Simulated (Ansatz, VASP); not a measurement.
## Rh: VASP beside Ansatz

```
Rh
1.0
     0.00000    1.95860    1.87303
     1.95860    0.00000    1.87303
     1.95860    1.95860    0.00000
Rh
1
Direct
  0.00000 0.00000 0.00000
```

Change from the starting cell: strain +0.030 along x and y, -0.015 along z, atoms carried along.

Alike in both runs: task single point; functional r2SCAN; k mesh 8 × 8 × 8; occupations gaussian, width 0.15 eV; no spin polarisation.

|  | VASP | Ansatz |
| --- | --- | --- |
| version | VASP 6.6.1 | Ansatz 0.2.0 |
| potentials or method | VASP PAW PBE potentials, release 64 (Rh_sv_GW), cutoff 680 eV | scalar-relativistic, plane waves, PAW |
| valence electrons in the cell | 17 | 17 |

Ansatz gave:

| Quantity | Value |
| --- | --- |
| gap on the k mesh at the Fermi level (eV) | none |
| pressure (GPa) | -10.6 |
| traceless stress, the component that is largest in VASP (GPa) | 5.91 |

Task: What did VASP give for the same quantities?

Result: gap on the k mesh at the Fermi level (eV): none; pressure (GPa): -10.5; traceless stress, the component that is largest in VASP (GPa): 5.92.

VASP's potentials were made for PBE, not for r2SCAN. A gap of «none» marks a metal or a gap that the smearing closes. The functional is the same, so the differences come from potentials, cutoffs and numerics.
